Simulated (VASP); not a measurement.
Write the native input for VASP 6.6.1 that does the following.

- Task: single point
- Functional: r2SCAN
- Potentials or basis: VASP PAW PBE potentials, release 64 (Ga_d, N)
- Cutoff: 520 eV
- k mesh: 10 × 10 × 10
- Occupations: gaussian, width 0.01 eV
- Spin: no spin polarisation
- Dipole correction: no
- Further INCAR settings: ALGO = Normal; EDIFF = 1e-07; NBANDS = 16

The system is GaN.

```xyz
2
Lattice="2.2714 2.2714 0.0000 -2.2714 2.2714 0.0000 0.0000 2.2714 2.2245" Properties=species:S:1:pos:R:3 pbc="T T T"
Ga    0.0000    0.0000    0.0000
N    -1.1357    3.4072    1.1123
```

This cell differs from its parent crystal: in-plane strain +0.01, then relaxed in part.

The input as run:

POSCAR

```
GaN
1.0
    2.2714344857      2.2714344857      0.0000000000
   -2.2714344857      2.2714344857      0.0000000000
    0.0000000000      2.2714344857      2.2245049940
Ga N
1 1
Direct
    0.0000000000      0.0000000000      0.0000000000
    0.2500000000      0.7500000000      0.5000000000
```

INCAR.step1

```
ALGO = Normal
EDIFF = 1E-4
ENCUT = 520
GGA = PE
ISMEAR = 0
LASPH = True
LCHARG = False
LREAL = False
LWAVE = True
NBANDS = 16
NELM = 60
PREC = Accurate
SIGMA = 0.01
```

INCAR.step2

```
ALGO = Normal
EDIFF = 1E-7
ENCUT = 520
ISIF = 2
ISMEAR = 0
ISTART = 1
LASPH = True
LCHARG = False
LMIXTAU = True
LREAL = False
LWAVE = False
METAGGA = R2SCAN
NBANDS = 16
NELM = 60
PREC = Accurate
SIGMA = 0.01
```

KPOINTS

```
k-points
0
Gamma
  10 10 10
```

Potentials or basis: VASP PAW PBE potentials, release 64 (Ga_d, N).

The run is started by

```console
$ cat potpaw_PBE.64/Ga_d/POTCAR potpaw_PBE.64/N/POTCAR > POTCAR
$ cp INCAR.step1 INCAR
$ mpirun -np 1 vasp_std > vasp.out
$ cp INCAR.step2 INCAR
$ mpirun -np 1 vasp_std > vasp.out
```

It gave:

The pressure is -0.7 GPa and the band gap on the k mesh is 2.04 eV, direct.

Caveat: the cell differs from its parent crystal (in-plane strain +0.01, then relaxed in part); the PAW data sets were made with another functional, which shifts forces and pressure a little.

It took 99 s on 1 thread of Intel Xeon 6975P-C (shared host), peak memory 0.17 GiB.
